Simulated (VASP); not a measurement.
A run of VASP 6.6.1 is set up as follows.

POSCAR

```
Sb
1.0
    0.0000000000      2.4178648706      2.4178648706
    2.4178648706      0.0000000000      2.4178648706
    2.4178648706      2.4178648706      0.0000000000
Sb
1
Direct
    0.0000000000      0.0000000000      0.0000000000
```

INCAR.step1

```
SYSTEM = Sb
PREC = Accurate
ENCUT = 520
ISMEAR = -1
SIGMA = 0.1
LREAL = .FALSE.
LASPH = .TRUE.
NELM = 100
NBANDS = 8
GGA = PE
ALGO = Normal
EDIFF = 1E-4
LWAVE = .TRUE.
LCHARG = .FALSE.
```

File INCAR.step2:

```
SYSTEM = Sb
PREC = Accurate
ENCUT = 520
EDIFF = 1E-7
ISMEAR = -1
SIGMA = 0.1
LREAL = .FALSE.
LASPH = .TRUE.
NELM = 100
ALGO = Normal
ISIF = 2
LWAVE = .FALSE.
LCHARG = .FALSE.
METAGGA = R2SCAN
LMIXTAU = .TRUE.
NBANDS = 8
ISTART = 1
```

File KPOINTS:

```
Automatic mesh
0
G
  13 13 13
  0 0 0
```

Potentials or basis: VASP PAW PBE potentials, release 64 (Sb).

Run with:

```bash
$ cat potpaw_PBE.64/Sb/POTCAR > POTCAR
$ cp INCAR.step1 INCAR
$ mpirun -np 1 vasp_std > vasp.out
$ cp INCAR.step2 INCAR
$ mpirun -np 1 vasp_std > vasp.out
```

(1) Predict the pressure.

Results:

(1) -2.3 GPa.

Caveat: the PAW data sets were made with another functional, which shifts forces and pressure a little.
